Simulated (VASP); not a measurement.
# Mo (P6/mmm) in VASP: notebook

Runs on Mo. Level: PBE. Tasks: relaxation of cell and atoms, single point.

All numbers are computed with VASP 6.6.1; they aren't measurements. Logs are shortened: lines on timing, memory, paths and dates and some standing lists are left out, and cuts for length are marked.

## Step 1: The cell of the first run

It takes space group P6/mmm (No. 191, hexagonal). The conventional cell has a = 4.460 Å, b = 4.460 Å, c = 2.765 Å, α = 90.00°, β = 90.00°, γ = 120.00°. Mo (site symmetry 6/mmm) has 14 Mo at 2.77 to 2.92 Å within 3.6 Å. Within 3.4 Å of Mo (site symmetry -6m2) lie 11 Mo at 2.57 to 2.92 Å.

## Step 2: Relaxation of cell and atoms, PBE, target pressure -1.3 GPa, at which the enthalpy is minimised

The input, INCAR:

```
  ALGO = Normal
  EDIFF = 1E-6
  EDIFFG = -0.005
  ENCUT = 600
  GGA = PE
  IBRION = 2
  ISIF = 3
  ISMEAR = -1
  LASPH = True
  LCHARG = False
  LREAL = False
  LWAVE = False
  NELM = 100
  NSW = 60
  PREC = Accurate
  PSTRESS = -13.0
  SIGMA = 0.08
```

The input, KPOINTS:

```
k-points
0
Gamma
  8 8 11
```

The input, POSCAR:

```
Mo
1.0
    4.4597649518      0.0000000000      0.0000000000
   -2.2298824759      3.8622697431      0.0000000000
    0.0000000000      0.0000000000      2.7650542701
Mo
3
Direct
    0.0000000000      0.0000000000      0.0000000000
    0.3333333333      0.6666666667      0.5000000000
    0.6666666667      0.3333333333      0.5000000000
```

Potentials or basis: VASP PAW PBE potentials, release 64 (Mo_sv).

Started as:

```sh
cat potpaw_PBE.64/Mo_sv/POTCAR > POTCAR
mpirun -np 1 vasp_std > vasp.out
```

OUTCAR:

```text
EDIFF = 1E-6
   EDIFFG = -0.005
   ENCUT = 600
   GGA = PE
   IBRION = 2
   ISIF = 3
   ISMEAR = -1
   LASPH = True
   LREAL = False
   NELM = 100
   NSW = 60
   PREC = Accurate
   PSTRESS = -13.0

 ion  position               nearest neighbor table
   1  0.000  0.000  0.000-   2 2.92   3 2.92   2 2.92   3 2.92   2 2.92   2 2.92   3 2.92   3 2.92
                             3 2.92   3 2.92   2 2.92   2 2.92
   2  0.333  0.667  0.500-   3 2.57   3 2.57   3 2.57   1 2.92   1 2.92   1 2.92   1 2.92   1 2.92
                             1 2.92
   3  0.667  0.333  0.500-   2 2.57   2 2.57   2 2.57   1 2.92   1 2.92   1 2.92   1 2.92   1 2.92
                             1 2.92

  LATTYP: Found a hexagonal cell.
 ALAT       =     4.4597649518
 C/A-ratio  =     0.6200000000

  Lattice vectors:

 A1 = (   4.4597649518,   0.0000000000,   0.0000000000)
 A2 = (  -2.2298824759,   3.8622697431,   0.0000000000)
 A3 = (   0.0000000000,   0.0000000000,   2.7650542701)

Analysis of symmetry for initial positions (statically):
=====================================================================
 Subroutine PRICEL returns:
 Original cell was already a primitive cell.

 Routine SETGRP: Setting up the symmetry group for a
 hexagonal supercell.

 Subroutine GETGRP returns: Found 24 space group operations
 (whereof 24 operations were pure point group operations)
 out of a pool of 24 trial point group operations.

The static configuration has the point symmetry D_6h.

Analysis of symmetry for dynamics (positions and initial velocities):
=====================================================================
 Subroutine PRICEL returns:
 Original cell was already a primitive cell.

 Routine SETGRP: Setting up the symmetry group for a
 hexagonal supercell.

 Subroutine GETGRP returns: Found 24 space group operations
 (whereof 24 operations were pure point group operations)
 out of a pool of 24 trial point group operations.

The dynamic configuration has the point symmetry D_6h.

 Subroutine INISYM returns: Found 24 space group operations
 (whereof 24 operations are pure point group operations),
 and found     1 'primitive' translations

----------------------------------------------------------------------------------------

                                     Primitive cell

  volume of cell :      47.6275

  direct lattice vectors                    reciprocal lattice vectors
     4.459764952  0.000000000  0.000000000     0.224227064  0.129457556  0.000000000
    -2.229882476  3.862269743  0.000000000     0.000000000  0.258915111  0.000000000
     0.000000000  0.000000000  2.765054270     0.000000000  0.000000000  0.361656554

  length of vectors
     4.459764952  4.459764952  2.765054270     0.258915111  0.258915111  0.361656554

  position of ions in fractional coordinates (direct lattice)
     0.000000000  0.000000000  0.000000000
     0.333333333  0.666666667  0.500000000
     0.666666667  0.333333333  0.500000000

  ion indices of the primitive-cell ions
   primitive index   ion index
                 1           1
                 2           2
                 3           3

----------------------------------------------------------------------------------------

 KPOINTS: k-points

Automatic generation of k-mesh.
 Grid dimensions read from file:
 generate k-points for:    8    8   11

 Generating k-lattice:

  Cartesian coordinates                     Fractional coordinates (reciprocal lattice)
     0.028028383  0.016182194  0.000000000     0.125000000  0.000000000  0.000000000
     0.000000000  0.032364389  0.000000000     0.000000000  0.125000000  0.000000000
     0.000000000  0.000000000  0.032877869     0.000000000  0.000000000  0.090909091

  Length of vectors
     0.032364389  0.032364389  0.032877869

  Shift w.r.t. Gamma in fractional coordinates (k-lattice)
     0.000000000  0.000000000  0.000000000

 Subroutine IBZKPT returns following result:
 ===========================================

 Found     60 irreducible k-points:

 Following reciprocal coordinates:
            Coordinates               Weight
  0.000000  0.000000  0.000000      1.000000
  0.125000  0.000000  0.000000      6.000000
  0.250000  0.000000  0.000000      6.000000
  0.375000 -0.000000  0.000000      6.000000
  0.500000  0.000000  0.000000      3.000000
  0.125000  0.125000  0.000000      6.000000
[... 16 lines left out ...]
  0.250000  0.000000  0.181818     12.000000
  0.375000 -0.000000  0.181818     12.000000
 [... further k-points ...]
   k-points           NKPTS =     60   k-points in BZ     NKDIM =     60   number of bands    NBANDS=     25
   number of dos      NEDOS =    301   number of ions     NIONS =      3
   total plane-waves  NPLWV =  31104
   dimension x,y,z NGX =    36 NGY =   36 NGZ =   24
   dimension x,y,z NGXF=    72 NGYF=   72 NGZF=   48
   ions per type =               3
   NGX,Y,Z   is equivalent  to a cutoff of  13.42, 13.42, 14.43 a.u.
   NGXF,Y,Z  is equivalent  to a cutoff of  26.84, 26.84, 28.86 a.u.
 SYSTEM =  unknown system
   PREC   = accura    normal or accurate (medium, high low for compatibility)
   ISTART =      0    job   : 0-new  1-cont  2-samecut
   ICHARG =      2    charge: 1-file 2-atom 10-const
   ISPIN  =      1    spin polarized calculation?
   LNONCOLLINEAR =      F non collinear calculations
   LSORBIT =      F    spin-orbit coupling
   LASPH  =      T    aspherical Exc in radial PAW
   ENCUT  =  600.0 eV  44.10 Ry    6.64 a.u.   8.91  8.91  5.52*2*pi/ulx,y,z
   NELM   =    100;   NELMIN=  2; NELMDL= -5     # of ELM steps
   EDIFF  = 0.1E-05   stopping-criterion for ELM
   LREAL  =      F    real-space projection
   EDIFFG = -.5E-02   stopping-criterion for IOM
   NSW    =     60    number of steps for IOM
   IBRION =      2    ionic relax: 0-MD 1-quasi-New 2-CG
   NFREE  =      1    steps in history (QN), initial steepest desc. (CG)
   ISIF   =      3    stress and relaxation
   ISYM   =      2    0-nonsym 1-usesym 2-fastsym
   POTIM  = 0.5000    time-step for ionic-motion
   TEBEG  =    0.0;   TEEND  =   0.0 temperature during run
   PSTRESS=  -13.0 pullay stress
   NELECT =      42.0000    total number of electrons
   NUPDOWN=      -1.0000    fix difference up-down
   EMIN   =  10.00;   EMAX   =-10.00  energy-range for DOS
   EFERMI =   0.00;   METHOD = LEGACY
   ISMEAR =    -1;   SIGMA  =   0.08  broadening in eV -4-tet -1-fermi 0-gaus
   EFERMI_NEDOS =   21; number of points for ismear=-14 and -15
   IALGO  =     38    algorithm
   IMIX   =      4    mixing-type and parameters
     AMIX     =   0.40;   BMIX     =  1.00
     AMIX_MAG =   1.60;   BMIX_MAG =  1.00
  volume/ion in A,a.u.               =      15.88       107.14
  Fermi-wavevector in a.u.,A,eV,Ry     =   1.569899  2.966680 33.532707  2.464584
  Thomas-Fermi vector in A             =   2.671713
   LORBIT       =      0    0 simple, 1 ext, 2 COOP (PROOUT), +10 PAW based schemes
   GGA     = PE    functional components
   LHFCALC =     F    Hartree Fock is set to
   AEXX    =    0.0000 exact exchange contribution
   IVDW    =     0    specifies the selected vdW correction
   LEPSILON=     F    determine dielectric tensor
   LRPA    =     F    only Hartree local field effects (RPA)
 conjugate gradient relaxation of ions
 non-spin polarized calculation
  energy-cutoff  :      600.00
  volume of cell :       47.63
 maximum number of plane-waves:      1619
 NGX is ok and might be reduce to    36
   NGX = 17   NGY = 17   NGZ = 11

--------------------------------------- Ionic step        1  -------------------------------------------

 number of electron      42.0000001 magnetization

 Free energy of the ion-electron system (eV)
  ---------------------------------------------------
  ext. energy  EPLUGINS =         0.00000000
  ---------------------------------------------------
  free energy    TOTEN  =       -31.24710096 eV

  energy without entropy =      -31.12796370  energy(sigma->0) =      -31.18753233

------------------------ aborting loop because EDIFF is reached ----------------------------------------

  FORCE on cell =-STRESS in cart. coord.  units (eV):
  Direction    XX          YY          ZZ          XY          YZ          ZX
  --------------------------------------------------------------------------------------
  -------------------------------------------------------------------------------------
  Total        3.2281621      3.2281621     -2.9379184      0.0000000      0.0000000      0.0000000
  in kB      108.5944635    108.5944635    -98.8307477      0.0000000      0.0000000      0.0000000
  external PRESSURE =      52.4527265 kB  Pullay stress =     -13.0000000 kB
[... 96 lines left out ...]
  FREE ENERGIE OF THE ION-ELECTRON SYSTEM (eV)
  ---------------------------------------------------
  free  energy   TOTEN  =       -31.5128861501 eV

  energy  without entropy=      -31.4099467574  energy(sigma->0) =      -31.46141645

  enthalpy is  TOTEN    =       -31.9255908385 eV   P V=       -0.4127046884

[... ionic steps 4 to 7 ...]

--------------------------------------- Ionic step        8  -------------------------------------------

 number of electron      42.0000009 magnetization

------------------------ aborting loop because EDIFF is reached ----------------------------------------

  FORCE on cell =-STRESS in cart. coord.  units (eV):
  Direction    XX          YY          ZZ          XY          YZ          ZX
  --------------------------------------------------------------------------------------
  -------------------------------------------------------------------------------------
  Total       -0.3494312     -0.3494312     -0.3444154      0.0000000     -0.0000000      0.0000000
  in kB      -11.4985168    -11.4985168    -11.3334652      0.0000000     -0.0000000      0.0000000
  external PRESSURE =       1.5565004 kB  Pullay stress =     -13.0000000 kB
[... 63 lines left out ...]
  enthalpy is  TOTEN    =       -32.0273837577 eV   P V=       -0.3954289229

--------------------------------------- Ionic step       10  -------------------------------------------

 number of electron      42.0000009 magnetization

 Free energy of the ion-electron system (eV)
  ---------------------------------------------------
  ext. energy  EPLUGINS =         0.00000000
  ---------------------------------------------------
  free energy    TOTEN  =       -31.63206092 eV

  energy without entropy =      -31.53731664  energy(sigma->0) =      -31.58468878

 E-fermi :  11.7861     XC(G=0): -13.1451

 val. band max:       11.7847393839   @ k =   0.1250   0.0000   0.3636
 cond. band min:      11.7892601510   @ k =   0.2500   0.1250   0.2727
 fundamental gap:      0.0045207671
 Fermi energy:        11.7861051378

 k-point     1 :       0.0000    0.0000    0.0000
  band No.  band energies     occupation
      1     -49.2675      2.00000
      2     -49.0658      2.00000
      3     -48.9137      2.00000
      4     -23.4338      2.00000
      5     -23.4338      2.00000
      6     -23.3999      2.00000
[... 661 lines left out ...]
     24      12.7102      0.00002
     25      13.4803      0.00000

 [... further k-points ...]

------------------------ aborting loop because EDIFF is reached ----------------------------------------

  FORCE on cell =-STRESS in cart. coord.  units (eV):
  Direction    XX          YY          ZZ          XY          YZ          ZX
  --------------------------------------------------------------------------------------
  -------------------------------------------------------------------------------------
  Total       -0.3969450     -0.3969450     -0.3982755      0.0000000     -0.0000000      0.0000000
  in kB      -13.0532351    -13.0532351    -13.0969885      0.0000000     -0.0000000      0.0000000
  external PRESSURE =      -0.0678195 kB  Pullay stress =     -13.0000000 kB
[... 18 lines left out ...]
  FREE ENERGIE OF THE ION-ELECTRON SYSTEM (eV)
  ---------------------------------------------------
  free  energy   TOTEN  =       -31.6320609202 eV

  energy  without entropy=      -31.5373166389  energy(sigma->0) =      -31.58468878

  enthalpy is  TOTEN    =       -32.0273870427 eV   P V=       -0.3953261225

 reached required accuracy - stopping structural energy minimisation
```

Wall time 6.8 min (1 thread of Intel Xeon 6975P-C, shared host); peak memory 0.23 GiB.

Results:

* Free energy: -31.6321 eV
* Relaxed volume: 16.24 Å³/atom
* Relaxed cell: a = 4.680 Å, b = 4.680 Å, c = 2.569 Å, α = 90.00°, β = 90.00°, γ = 120.00°
* Space group after relaxing (to 0.05 Å): P6/mmm (No. 191)
* Energy change on relaxing (the enthalpy is what falls): -128.3 meV/atom
* Ionic steps: 10
* Pressure after relaxing: -1.3 GPa
* Band gap on the k mesh: zero (band 21 reaches 12.61 eV, above the bottom of band 22 at 11.29 eV)

The path:
```tsv
step	energy change (eV)	largest force (eV/Å)	pressure (GPa)	volume (Å³)
1	0.0000	0.0000	3.95	47.63
2	-0.2619	0.0000	-11.71	51.14
3	-0.2658	0.0000	-10.75	50.86
4	-0.3131	0.0000	-2.67	49.27
5	-0.3503	0.0000	-6.50	49.95
6	-0.3860	0.0000	-0.05	48.45
7	-0.3850	0.0000	-1.27	48.71
8	-0.3852	0.0000	-1.14	48.69
9	-0.3849	0.0000	-1.36	48.73
10	-0.3850	0.0000	-1.31	48.72
```

Final structure:
```
CELL_PARAMETERS angstrom
4.67991 0.00000 0.00000
-2.33995 4.05292 0.00000
0.00000 0.00000 2.56873
ATOMIC_POSITIONS crystal
Mo 0.00000 0.00000 0.00000
Mo 0.33333 0.66667 0.50000
Mo 0.66667 0.33333 0.50000
```

Levels at points of the mesh, in eV from the Fermi level:
| k point | band 19 | band 20 | band 21 | band 22 | band 23 | band 24 |
| --- | --- | --- | --- | --- | --- | --- |
| (0.00, 0.00, 0.00) | -2.06 | -2.06 | -0.50 | -0.50 | 1.73 | 1.73 |
| (0.50, 0.00, 0.00) | -2.10 | -2.09 | 0.82 | 1.17 | 1.94 | 1.94 |

Caveat: the cell is relaxed towards a set pressure, so the enthalpy falls and the energy may rise.

## Step 3: Relaxation of cell and atoms, PBE, target pressure -1.3 GPa, at which the enthalpy is minimised

This run uses another cell than the first one, of 16.21 Å³/atom, 1.021 times its volume.

The input, INCAR:

```
SYSTEM = Mo
  PREC = Accurate
  ENCUT = 600
  EDIFF = 1E-6
  ISMEAR = -1
  SIGMA = 0.08
  LREAL = .False.
  LASPH = .True.
  NELM = 60
  ALGO = Normal
  ISIF = 3
  LWAVE = .False.
  LCHARG = .False.
  GGA = PE
  IBRION = 2
  NSW = 32
  EDIFFG = -0.005
  PSTRESS = -13.0
```

The input, KPOINTS:

```
regular mesh
0
Gamma
  8 8 11
  0 0 0
```

The input, POSCAR:

```
Mo
1.0
    4.6780536626      0.0000000000      0.0000000000
   -2.3390268313      4.0513133121      0.0000000000
    0.0000000000      0.0000000000      2.5661422529
Mo
3
Direct
    0.0000000000      0.0000000000      0.0000000000
    0.3333333333      0.6666666667      0.5000000000
    0.6666666667      0.3333333333      0.5000000000
```

Potentials or basis: VASP PAW PBE potentials, release 64 (Mo_sv).

Started as:

```sh
cat potpaw_PBE.64/Mo_sv/POTCAR > POTCAR
mpirun -np 1 vasp_std > vasp.out
```

Wall time 2.7 min (1 thread of Intel Xeon 6975P-C, shared host); peak memory 0.23 GiB.

It converged, with:

```yaml
Free_energy: -31.6335 eV
Relaxed_volume: 16.24 Å³/atom
Relaxed_cell: a = 4.680 Å, b = 4.680 Å, c = 2.568 Å, α = 90.00°, β = 90.00°, γ = 120.00°
Space_group_after_relaxing_to_0.05_Å: P6/mmm (No. 191)
Energy_change_on_relaxing_the_enthalpy_is_what_falls: +0.2 meV/atom
Ionic_steps: 3
Pressure_after_relaxing: -1.3 GPa
Band_gap_on_the_k_mesh: zero (band 21 reaches 12.62 eV, above the bottom of band 22 at 11.29 eV)
```

Step by step:
```csv
step,energy change (eV),largest force (eV/Å),pressure (GPa),volume (Å³)
1,0.0000,0.0000,-0.91,48.63
2,0.0027,0.0000,-2.23,48.91
3,0.0006,0.0000,-1.30,48.72
```

Final structure:
```
Mo
1.0
     4.68018    0.00000    0.00000
    -2.34009    4.05315    0.00000
     0.00000    0.00000    2.56809
Mo
3
Direct
  0.00000 0.00000 0.00000
  0.33333 0.66667 0.50000
  0.66667 0.33333 0.50000
```

Levels at points of the mesh, in eV from the Fermi level:
```tsv
k point	band 19	band 20	band 21	band 22	band 23	band 24
(0.00, 0.00, 0.00)	-2.06	-2.06	-0.50	-0.50	1.73	1.73
(0.50, 0.00, 0.00)	-2.10	-2.10	0.83	1.17	1.94	1.95
```

Caveat: the cell is relaxed towards a set pressure, so the enthalpy falls and the energy may rise.

## Step 4: Single point, PBE

This run uses another cell than the first one, of 16.21 Å³/atom, 1.021 times its volume.

The input, INCAR:

```
  ALGO = Normal
  EDIFF = 1E-6
  ENCUT = 520
  GGA = PE
  ISIF = 2
  ISMEAR = -1
  LASPH = T
  LCHARG = T
  LELF = T
  LREAL = F
  LVHAR = T
  LWAVE = F
  NBANDS = 28
  NELM = 80
  PREC = Accurate
  SIGMA = 0.08
```

The input, KPOINTS:

```
k-points
0
Gamma
  8 8 11
```

POSCAR is that of step 3.

Started as:

```sh
cat potpaw_PBE.64/Mo_sv/POTCAR > POTCAR
mpirun -np 1 vasp_std > vasp.out
```

Wall time 1.9 min (1 thread of AMD EPYC 7R13, shared host); peak memory 0.17 GiB.

It converged, with:

```
Free energy            : -31.6344 eV
Pressure               : -0.8 GPa
Band gap on the k mesh : zero (band 21 reaches 12.65 eV, above the bottom of band 22 at 11.31 eV)
```

Stress tensor (GPa, compression positive):
```
-0.88  0.00  0.00
 0.00 -0.88  0.00
 0.00  0.00 -0.67
```

Levels at points of the mesh, in eV from the Fermi level:
```tsv
k point	band 18	band 19	band 20	band 21	band 22	band 23	band 24	band 25
(0.00, 0.00, 0.00)	-2.13	-2.06	-2.06	-0.50	-0.50	1.73	1.73	1.82
(0.50, 0.00, 0.00)	-2.56	-2.11	-2.10	0.83	1.18	1.95	1.95	2.05
```

## Step 5: Overview

```tsv
task	cell	cutoff (eV)	gap on the mesh (eV)	pressure (GPa)
relaxation of cell and atoms	relaxed to -1.3 GPa from a = 4.460, b = 4.460, c = 2.765 Å, angles 90.0, 90.0, 120.0°, 3 atoms	600	none	-1.3
relaxation of cell and atoms	relaxed to -1.3 GPa from a = 4.678, b = 4.678, c = 2.566 Å, angles 90.0, 90.0, 120.0°, 3 atoms	600	none	-1.3
single point	a = 4.678, b = 4.678, c = 2.566 Å, angles 90.0, 90.0, 120.0°, 3 atoms	520	none	-0.8
```

Alike in all rows: level PBE; potentials or basis VASP PAW PBE potentials, release 64 (Mo_sv); no spin polarisation; k mesh 8 × 8 × 11; smearing fermi-dirac 0.08 eV.

Caveats: the cell is relaxed towards a set pressure, so the enthalpy falls and the energy may rise (some runs).

Total energies depend on the potentials used, so only differences within one code and one set of settings carry meaning.
